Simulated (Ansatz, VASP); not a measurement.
# Bi in VASP and in Ansatz

INCAR

```
ALGO = Fast ; EDIFF = 1E-6
ENCUT = 520 ; GGA = PS
ISIF = 2 ; ISMEAR = 0
IVDW = 12 ; LASPH = T
LCHARG = F ; LREAL = F
LWAVE = F ; NBANDS = 14
NELM = 80 ; PREC = Accurate
SIGMA = 0.15
```

The input KPOINTS:

```
k-points
0
Gamma
  18 18 18
```

Contents of POSCAR:

```
Bi
1.0
   -1.7612197077      1.7612197077      2.2038142203
    1.7612197077     -1.7612197077      2.2038142203
    1.7612197077      1.7612197077     -2.2038142203
Bi
1
Direct
    0.0000000000      0.0000000000      0.0000000000
```

Input for Ansatz:

```yaml
crystal:
  lattice:
    - [-1.7612197077, 1.7612197077, 2.2038142203]
    - [1.7612197077, -1.7612197077, 2.2038142203]
    - [1.7612197077, 1.7612197077, -2.2038142203]
  atoms:
    - { symbol: Bi, position: [0.0, 0.0, 0.0] }
basis:
  ecutwfc: 420
kpoints:
  mp_grid: { grid: [18, 18, 18] }
hamiltonian:
  xc: pbesol
  pseudopotentials: { kind: paw }
  dispersion: d3bj
scf:
  occupations: { method: gaussian, width: 0.15 }
output:
  forces: true
  stress: true
  eigenvalues: true
```

Alike in both runs: task single point; functional PBEsol; dispersion D3(BJ); k mesh 18 × 18 × 18; occupations gaussian, width 0.15 eV; no spin polarisation.

|  | VASP | Ansatz |
| --- | --- | --- |
| version | VASP 6.6.1 | Ansatz 0.2.0 |
| potentials or method | VASP PAW PBE potentials, release 64 (Bi_d), cutoff 520 eV | scalar-relativistic, plane waves, PAW |
| valence electrons in the cell | 15 | 15 |

|  | VASP | Ansatz | Ansatz less VASP |
| --- | --- | --- | --- |
| gap on the k mesh at the Fermi level (eV) | none | none | - |
| pressure (GPa) | 3.5 | 3.6 | +0.03 |
| traceless stress, the component that is largest in VASP (GPa) | -1.35 | -1.36 | -0.004 |

VASP's potentials were made for PBE, not for PBEsol. A gap of «none» marks a metal or a gap that the smearing closes.

Neither program's run includes spin-orbit coupling.
